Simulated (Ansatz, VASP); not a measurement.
**Pt in VASP and in Ansatz**

```
Pt
1.0
     0.00000    2.27236    1.38614
     2.27236    0.00000    1.38614
     2.27236    2.27236    0.00000
Pt
1
Direct
  0.00000 0.00000 0.00000
```

Alike in both runs: task single point; functional LDA; k mesh 22 × 22 × 22; occupations gaussian, width 0.15 eV; no spin polarisation.

|  | VASP | Ansatz |
| --- | --- | --- |
| version | VASP 6.6.1 | Ansatz 0.2.0 |
| potentials or method | VASP PAW LDA potentials, release 64 (Pt), cutoff 520 eV | scalar-relativistic, plane waves, PAW |
| valence electrons in the cell | 10 | 18 |

Ansatz gave:

```
gap on the k mesh at the Fermi level (eV)                     : none
pressure (GPa)                                                : 12.7
traceless stress, the component that is largest in VASP (GPa) : -9.11
```

Q: Which values does VASP return?

A: gap on the k mesh at the Fermi level (eV): none; pressure (GPa): 13.6; traceless stress, the component that is largest in VASP (GPa): -8.79.

LDA's correlation is that of Perdew and Zunger in VASP and of Perdew and Wang (1992) in Ansatz. A gap of «none» marks a metal or a gap that the smearing closes. VASP's potentials hold 10 valence electrons a cell and Ansatz's 18, so a difference there can come from the potentials and not from the codes.

Neither program's run includes spin-orbit coupling.
